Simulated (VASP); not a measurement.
# PtS2 (P-3m1) in VASP: a series of runs

The runs below take PtS2 through single point, with PBE.

All numbers are computed with VASP 6.6.1; they aren't measurements. Logs are shortened: lines on timing, memory, paths and dates and some standing lists are left out, and cuts for length are marked.

## (1) The cell of the first run

Symmetry: P-3m1, No. 164, trigonal system. Conventional cell: a = 3.326 Å, b = 3.326 Å, c = 6.822 Å, α = 90.00°, β = 90.00°, γ = 120.00°. Pt (site symmetry -3m) has 6 S at 2.36 Å within 3.1 Å. Within 3.1 Å of S (site symmetry 3m) lie 3 Pt at 2.36 Å.

## (2) Single point, PBE

INCAR

```
SYSTEM = PtS2
PREC = Accurate
ENCUT = 520
EDIFF = 1E-6
ISMEAR = 0
SIGMA = 0.05
LREAL = .False.
LASPH = .True.
NELM = 100
ALGO = Normal
ISIF = 2
LWAVE = .False.
LCHARG = .False.
GGA = PE
NBANDS = 18
```

KPOINTS

```
Automatic mesh
0
Gamma
  9 9 4
  0 0 0
```

POSCAR

```
PtS2
1.0
    3.3262000000      0.0000000000      0.0000000000
   -1.6631000000      2.8805736981      0.0000000000
    0.0000000000      0.0000000000      6.8215000000
Pt S
1 2
Direct
    0.0000000000      0.0000000000      0.0000000000
    0.3333333333      0.6666666667      0.2020736264
    0.6666666667      0.3333333333      0.7979263736
```

Potentials or basis: VASP PAW PBE potentials, release 64 (Pt, S).

Started as:

```bash
$ cat potpaw_PBE.64/Pt/POTCAR potpaw_PBE.64/S/POTCAR > POTCAR
$ mpirun -np 1 vasp_std > vasp.out
```

OUTCAR:

```text
SYSTEM = PtS2
   PREC = Accurate
   ENCUT = 520
   EDIFF = 1E-6
   ISMEAR = 0
   LREAL = .False.
   LASPH = .True.
   NELM = 100
   ISIF = 2
   GGA = PE

 ion  position               nearest neighbor table
   1  0.000  0.000  0.000-   2 2.36   3 2.36   3 2.36   2 2.36   3 2.36   2 2.36
   2  0.333  0.667  0.202-   1 2.36   1 2.36   1 2.36
   3  0.667  0.333  0.798-   1 2.36   1 2.36   1 2.36

  LATTYP: Found a hexagonal cell.
 ALAT       =     3.3262000000
 C/A-ratio  =     2.0508387950

  Lattice vectors:

 A1 = (   3.3262000000,   0.0000000000,   0.0000000000)
 A2 = (  -1.6631000000,   2.8805736981,   0.0000000000)
 A3 = (   0.0000000000,   0.0000000000,   6.8215000000)

Analysis of symmetry for initial positions (statically):
=====================================================================
 Subroutine PRICEL returns:
 Original cell was already a primitive cell.

 Routine SETGRP: Setting up the symmetry group for a
 hexagonal supercell.

 Subroutine GETGRP returns: Found 12 space group operations
 (whereof 12 operations were pure point group operations)
 out of a pool of 24 trial point group operations.

The static configuration has the point symmetry D_3d.

Analysis of symmetry for dynamics (positions and initial velocities):
=====================================================================
 Subroutine PRICEL returns:
 Original cell was already a primitive cell.

 Routine SETGRP: Setting up the symmetry group for a
 hexagonal supercell.

 Subroutine GETGRP returns: Found 12 space group operations
 (whereof 12 operations were pure point group operations)
 out of a pool of 24 trial point group operations.

The dynamic configuration has the point symmetry D_3d.

 Subroutine INISYM returns: Found 12 space group operations
 (whereof 12 operations are pure point group operations),
 and found     1 'primitive' translations

----------------------------------------------------------------------------------------

                                     Primitive cell

  volume of cell :      65.3593

  direct lattice vectors                    reciprocal lattice vectors
     3.326200000  0.000000000  0.000000000     0.300643377  0.173576535  0.000000000
[... 79 lines left out ...]
   PREC   = accura    normal or accurate (medium, high low for compatibility)
   ISTART =      0    job   : 0-new  1-cont  2-samecut
   ICHARG =      2    charge: 1-file 2-atom 10-const
   ISPIN  =      1    spin polarized calculation?
   LNONCOLLINEAR =      F non collinear calculations
   LSORBIT =      F    spin-orbit coupling
   LASPH  =      T    aspherical Exc in radial PAW
   ENCUT  =  520.0 eV  38.22 Ry    6.18 a.u.   6.18  6.18 12.68*2*pi/ulx,y,z
   NELM   =    100;   NELMIN=  2; NELMDL= -5     # of ELM steps
   EDIFF  = 0.1E-05   stopping-criterion for ELM
   LREAL  =      F    real-space projection
   EDIFFG = 0.1E-04   stopping-criterion for IOM
   NSW    =      0    number of steps for IOM
   IBRION =     -1    ionic relax: 0-MD 1-quasi-New 2-CG
   NFREE  =      0    steps in history (QN), initial steepest desc. (CG)
   ISIF   =      2    stress and relaxation
   ISYM   =      2    0-nonsym 1-usesym 2-fastsym
   POTIM  = 0.5000    time-step for ionic-motion
   TEBEG  =    0.0;   TEEND  =   0.0 temperature during run
   PSTRESS=    0.0 pullay stress
   NELECT =      22.0000    total number of electrons
   NUPDOWN=      -1.0000    fix difference up-down
   EMIN   =  10.00;   EMAX   =-10.00  energy-range for DOS
   EFERMI =   0.00;   METHOD = LEGACY
   ISMEAR =     0;   SIGMA  =   0.05  broadening in eV -4-tet -1-fermi 0-gaus
   EFERMI_NEDOS =   21; number of points for ismear=-14 and -15
   IALGO  =     38    algorithm
   IMIX   =      4    mixing-type and parameters
     AMIX     =   0.40;   BMIX     =  1.00
     AMIX_MAG =   1.60;   BMIX_MAG =  1.00
  volume/ion in A,a.u.               =      21.79       147.02
  Fermi-wavevector in a.u.,A,eV,Ry     =   1.138798  2.152016 17.644860  1.296861
  Thomas-Fermi vector in A             =   2.275502
   LORBIT       =      0    0 simple, 1 ext, 2 COOP (PROOUT), +10 PAW based schemes
   GGA     = PE    functional components
   LHFCALC =     F    Hartree Fock is set to
   AEXX    =    0.0000 exact exchange contribution
   IVDW    =     0    specifies the selected vdW correction
   LEPSILON=     F    determine dielectric tensor
   LRPA    =     F    only Hartree local field effects (RPA)
 non-spin polarized calculation
 Gauss-broadening in eV      SIGMA  =   0.05
  energy-cutoff  :      520.00
  volume of cell :       65.36
 maximum number of plane-waves:      1778
 NGX is ok and might be reduce to    28

 number of electron      22.0000000 magnetization

 Free energy of the ion-electron system (eV)
  ---------------------------------------------------
  ext. energy  EPLUGINS =         0.00000000
  ---------------------------------------------------
  free energy    TOTEN  =       -15.07847519 eV

  energy without entropy =      -15.07847519  energy(sigma->0) =      -15.07847519

 E-fermi :   4.4671     XC(G=0):  -9.3595

 val. band max:        4.2355754816   @ k =   0.0000   0.1111   0.2500
 cond. band min:       5.5280697349   @ k =   0.2222   0.2222   0.0000
 fundamental gap:      1.2924942533
 Fermi energy:         4.4670608647

 k-point     1 :       0.0000    0.0000    0.0000
  band No.  band energies     occupation
      1     -10.4453      2.00000
      2      -8.4780      2.00000
      3      -2.1541      2.00000
      4      -1.3960      2.00000
      5      -1.3960      2.00000
      6       0.9686      2.00000
[... 481 lines left out ...]
      5      -0.8762      2.00000
      6      -0.4760      2.00000
[... 10 lines left out ...]
     17      14.0447      0.00000
     18      14.5314      0.00000

 [... further k-points ...]
[... 5 lines left out ...]
  --------------------------------------------------------------------------------------
  -------------------------------------------------------------------------------------
  Total        5.1941611      5.1941611     -0.1188614      0.0000000      0.0000000      0.0000000
  in kB      127.3264885    127.3264885     -2.9136969      0.0000000      0.0000000      0.0000000
  external PRESSURE =      83.9130934 kB  Pullay stress =       0.0000000 kB

 VOLUME and BASIS-vectors are now :
 -----------------------------------------------------------------------------
  energy-cutoff  :      520.00
  volume of cell :       65.36
      direct lattice vectors                 reciprocal lattice vectors
     3.326200000  0.000000000  0.000000000     0.300643377  0.173576535  0.000000000
    -1.663100000  2.880573698  0.000000000     0.000000000  0.347153069  0.000000000
     0.000000000  0.000000000  6.821500000     0.000000000  0.000000000  0.146595324

 POSITION                                       TOTAL-FORCE (eV/Angst)
 -----------------------------------------------------------------------------------
      0.00000      0.00000      0.00000        -0.000000      0.000000      0.000000
     -0.00000      1.92038      1.37845        -0.000000     -0.000000     -0.049797
      1.66310      0.96019      5.44305         0.000000      0.000000      0.049797
 -----------------------------------------------------------------------------------
    total drift:                                0.000000     -0.000000      0.000000

  FREE ENERGIE OF THE ION-ELECTRON SYSTEM (eV)
  ---------------------------------------------------
  free  energy   TOTEN  =       -15.0784751934 eV

  energy  without entropy=      -15.0784751934  energy(sigma->0) =      -15.07847519
```

stdout:

```text
POSCAR found type information on POSCAR PtS
 POSCAR found :  2 types and       3 ions
 scaLAPACK will be used
 LDA part: xc-table for (Slater+PW92), standard interpolation
 POSCAR, INCAR and KPOINTS ok, starting setup
 FFT: planning ... GRIDC
 FFT: planning ... GRID_SOFT
 FFT: planning ... GRID
 WAVECAR not read
 entering main loop
```

Wall time 26 s (1 thread of Intel Xeon Platinum 8559C (Emerald Rapids), shared host); peak memory 0.22 GiB.

What came out:

| Quantity | Value |
| --- | --- |
| Free energy | -15.0785 eV |
| Pressure | 8.4 GPa |
| Largest force | 0.050 eV/Å |
| Band gap on the k mesh | 1.29 eV (least direct gap 1.58 eV) |

Forces on the atoms (eV/Å):
```
Pt   0.000  0.000  0.000
S    0.000  0.000 -0.050
S    0.000  0.000  0.050
```

Caveat: the cell stands under pressure; spin-orbit coupling is left out, which moves the levels of the heavy elements; an odd mesh through Γ misses points on the zone boundary, where band edges can lie; this functional lacks dispersion, which binds the layers, so the pressure and a relaxed spacing across them are unreliable.

## (3) Single point, PBE

This run uses another cell than the first one, of the same volume but with other edges.

INCAR

```
SYSTEM = PtS2
PREC = Accurate ; ENCUT = 520
EDIFF = 1E-6 ; ISMEAR = 0
SIGMA = 0.05 ; LREAL = .False.
LASPH = .True. ; NELM = 100
ALGO = Normal ; ISIF = 2
LWAVE = .False. ; LCHARG = .False.
GGA = PE ; NBANDS = 18
```

KPOINTS is that of step 2.

POSCAR

```
PtS2
1.0
    3.4514000000      0.0000000000      0.0000000000
   -1.7257000000      2.9890000786      0.0000000000
    0.0000000000      0.0000000000      6.3342000000
Pt S
1 2
Direct
    0.0000000000      0.0000000000      0.0000000000
    0.3333333333      0.6666666667      0.2050907677
    0.6666666667      0.3333333333      0.7949092323
```

Potentials or basis: VASP PAW PBE potentials, release 64 (Pt, S).

Started as:

```bash
$ cat potpaw_PBE.64/Pt/POTCAR potpaw_PBE.64/S/POTCAR > POTCAR
$ mpirun -np 1 vasp_std > vasp.out
```

OUTCAR:

```text
SYSTEM = PtS2
   PREC = Accurate
   ENCUT = 520
   EDIFF = 1E-6
   ISMEAR = 0
   LREAL = .False.
   LASPH = .True.
   NELM = 100
   ISIF = 2
   GGA = PE

 ion  position               nearest neighbor table
   1  0.000  0.000  0.000-   2 2.38   3 2.38   2 2.38   3 2.38   3 2.38   2 2.38
   2  0.333  0.667  0.205-   1 2.38   1 2.38   1 2.38
   3  0.667  0.333  0.795-   1 2.38   1 2.38   1 2.38

  LATTYP: Found a hexagonal cell.
 ALAT       =     3.4514000000
 C/A-ratio  =     1.8352552587

  Lattice vectors:

 A1 = (   3.4514000000,   0.0000000000,   0.0000000000)
 A2 = (  -1.7257000000,   2.9890000786,   0.0000000000)
 A3 = (   0.0000000000,   0.0000000000,   6.3342000000)

Analysis of symmetry for initial positions (statically):
=====================================================================
 Subroutine PRICEL returns:
 Original cell was already a primitive cell.

 Routine SETGRP: Setting up the symmetry group for a
 hexagonal supercell.

 Subroutine GETGRP returns: Found 12 space group operations
[... 161 lines left out ...]
  ---------------------------------------------------
  ext. energy  EPLUGINS =         0.00000000
  ---------------------------------------------------
  free energy    TOTEN  =       -15.37104307 eV

  energy without entropy =      -15.37104307  energy(sigma->0) =      -15.37104307

 E-fermi :   4.3945     XC(G=0):  -9.4396

 val. band max:        4.1065734423   @ k =   0.1111   0.1111   0.5000
 cond. band min:       5.6178001692   @ k =   0.2222   0.2222   0.0000
 fundamental gap:      1.5112267269
 Fermi energy:         4.3944576214

 k-point     1 :       0.0000    0.0000    0.0000
  band No.  band energies     occupation
      1     -10.2642      2.00000
      2      -8.1070      2.00000
      3      -1.8160      2.00000
      4      -1.5554      2.00000
      5      -1.5554      2.00000
      6       0.9915      2.00000
[... 481 lines left out ...]
      5      -0.7305      2.00000
      6      -0.3273      2.00000
[... 10 lines left out ...]
     17      13.6935      0.00000
     18      14.6282      0.00000

 [... further k-points ...]
[... 5 lines left out ...]
  --------------------------------------------------------------------------------------
  -------------------------------------------------------------------------------------
  Total        2.5794832      2.5794832     -0.0421045      0.0000000      0.0000000      0.0000000
  in kB       63.2455965     63.2455965     -1.0323486      0.0000000      0.0000000      0.0000000
  external PRESSURE =      41.8196148 kB  Pullay stress =       0.0000000 kB

 VOLUME and BASIS-vectors are now :
 -----------------------------------------------------------------------------
  energy-cutoff  :      520.00
  volume of cell :       65.35
      direct lattice vectors                 reciprocal lattice vectors
     3.451400000  0.000000000  0.000000000     0.289737498  0.167280022  0.000000000
    -1.725700000  2.989000079  0.000000000     0.000000000  0.334560045  0.000000000
     0.000000000  0.000000000  6.334200000     0.000000000  0.000000000  0.157873133

 POSITION                                       TOTAL-FORCE (eV/Angst)
 -----------------------------------------------------------------------------------
      0.00000      0.00000      0.00000         0.000000      0.000000      0.000000
     -0.00000      1.99267      1.29909         0.000000      0.000000     -0.044573
      1.72570      0.99633      5.03511        -0.000000     -0.000000      0.044573
 -----------------------------------------------------------------------------------
    total drift:                                0.000000      0.000000     -0.000000

  FREE ENERGIE OF THE ION-ELECTRON SYSTEM (eV)
  ---------------------------------------------------
  free  energy   TOTEN  =       -15.3710430726 eV

  energy  without entropy=      -15.3710430726  energy(sigma->0) =      -15.37104307
```

OSZICAR:

```text
N       E                     dE             d eps       ncg     rms          rms(c)
DAV:   1     0.115001774959E+03    0.11500E+03   -0.10120E+04  1580   0.106E+03
DAV:   2    -0.105763479875E+02   -0.12558E+03   -0.12101E+03  1912   0.216E+02
DAV:   3    -0.166420027287E+02   -0.60657E+01   -0.60231E+01  2010   0.487E+01
DAV:   4    -0.167165828657E+02   -0.74580E-01   -0.74542E-01  2028   0.586E+00
DAV:   5    -0.167181823335E+02   -0.15995E-02   -0.15993E-02  2032   0.827E-01    0.186E+01
DAV:   6    -0.155988692609E+02    0.11193E+01   -0.57288E+00  1618   0.236E+01    0.117E+01
DAV:   7    -0.153944364655E+02    0.20443E+00   -0.11563E+00  1610   0.110E+01    0.571E+00
DAV:   8    -0.153739293348E+02    0.20507E-01   -0.63812E-02  1822   0.199E+00    0.107E+00
DAV:   9    -0.153707444806E+02    0.31849E-02   -0.10732E-02  1758   0.104E+00    0.214E-01
DAV:  10    -0.153710095951E+02   -0.26511E-03   -0.17137E-03  1862   0.273E-01    0.115E-01
DAV:  11    -0.153710335314E+02   -0.23936E-04   -0.84199E-05  1920   0.723E-02    0.515E-02
DAV:  12    -0.153710406302E+02   -0.70987E-05   -0.14842E-05  1772   0.333E-02    0.180E-02
DAV:  13    -0.153710425150E+02   -0.18848E-05   -0.24017E-06  1880   0.114E-02    0.525E-03
DAV:  14    -0.153710430726E+02   -0.55757E-06   -0.43099E-07  1338   0.438E-03
   1 F= -.15371043E+02 E0= -.15371043E+02  d E =-.211453E-17
```

stdout:

```text
POSCAR found type information on POSCAR PtS
 POSCAR found :  2 types and       3 ions
 scaLAPACK will be used
 LDA part: xc-table for (Slater+PW92), standard interpolation
 POSCAR, INCAR and KPOINTS ok, starting setup
 FFT: planning ... GRIDC
 FFT: planning ... GRID_SOFT
 FFT: planning ... GRID
 WAVECAR not read
 entering main loop
```

Run time: 34 s. Hardware: 1 thread of Intel Xeon Platinum 8559C (Emerald Rapids), shared host; peak memory 0.21 GiB.

Results:

| Quantity | Value |
| --- | --- |
| Free energy | -15.3710 eV |
| Pressure | 4.2 GPa |
| Largest force | 0.045 eV/Å |
| Band gap on the k mesh | 1.51 eV (least direct gap 1.61 eV) |

Forces on the atoms (eV/Å):
```
Pt   0.000  0.000  0.000
S    0.000  0.000 -0.045
S    0.000  0.000  0.045
```

Caveat: the cell stands under pressure; spin-orbit coupling is left out, which moves the levels of the heavy elements; an odd mesh through Γ misses points on the zone boundary, where band edges can lie; this functional lacks dispersion, which binds the layers, so the pressure and a relaxed spacing across them are unreliable.

## (4) Single point, PBE

This run uses another cell than the first one, of 22.34 Å³/atom.

INCAR

```
SYSTEM = PtS2
  ALGO = Normal
  EDIFF = 1E-6
  ENCUT = 520
  GGA = PE
  ISIF = 2
  ISMEAR = 0
  LASPH = .True.
  LCHARG = .False.
  LREAL = .False.
  LWAVE = .False.
  NBANDS = 18
  NELM = 60
  PREC = Accurate
  SIGMA = 0.05
```

KPOINTS

```
k-points
0
Gamma
  9 9 4
  0 0 0
```

POSCAR

```
PtS2
1.0
    3.4514000000      0.0000000000      0.0000000000
   -1.7257000000      2.9890000786      0.0000000000
    0.0000000000      0.0000000000      6.4966356506
Pt S
1 2
Direct
    0.0000000000      0.0000000000      0.0000000000
    0.3333333333      0.6666666667      0.2000268293
    0.6666666667      0.3333333333      0.7999731707
```

Started as:

```bash
$ cat potpaw_PBE.64/Pt/POTCAR potpaw_PBE.64/S/POTCAR > POTCAR
$ mpirun -np 1 vasp_std > vasp.out
```

Run time: 25 s. Hardware: 1 thread of Intel Xeon Platinum 8559C (Emerald Rapids), shared host; peak memory 0.21 GiB.

It converged, with:

```yaml
Free_energy: -15.3730 eV
Pressure: 4.0 GPa
Largest_force: 0.044 eV/Å
Band_gap_on_the_k_mesh: 1.56 eV (least direct gap 1.67 eV)
```

Forces on the atoms (eV/Å):
```
Pt   0.000  0.000  0.000
S    0.000  0.000 -0.044
S    0.000  0.000  0.044
```

Stress tensor (GPa, compression positive):
```
 6.09  0.00  0.00
 0.00  6.09  0.00
 0.00  0.00 -0.21
```

Levels at points of the mesh, in eV from the valence-band top:
| k point | band 7 | band 8 | band 9 | band 10 | band 11 | band 12 | band 13 | band 14 | band 15 | band 16 |
| --- | --- | --- | --- | --- | --- | --- | --- | --- | --- | --- |
| (0.00, 0.00, 0.00) | -3.08 | -1.36 | -0.62 | -0.22 | -0.22 | 3.12 | 3.12 | 5.55 | 6.12 | 9.11 |
| (0.00, 0.00, 0.50) | -3.08 | -1.47 | -1.00 | -0.23 | -0.23 | 3.16 | 3.16 | 6.04 | 7.33 | 7.84 |

Caveat: the cell stands under pressure; spin-orbit coupling is left out, which moves the levels of the heavy elements; an odd mesh through Γ misses points on the zone boundary, where band edges can lie; this functional lacks dispersion, which binds the layers, so the pressure and a relaxed spacing across them are unreliable.

(Part 1 of 2 ends here.)
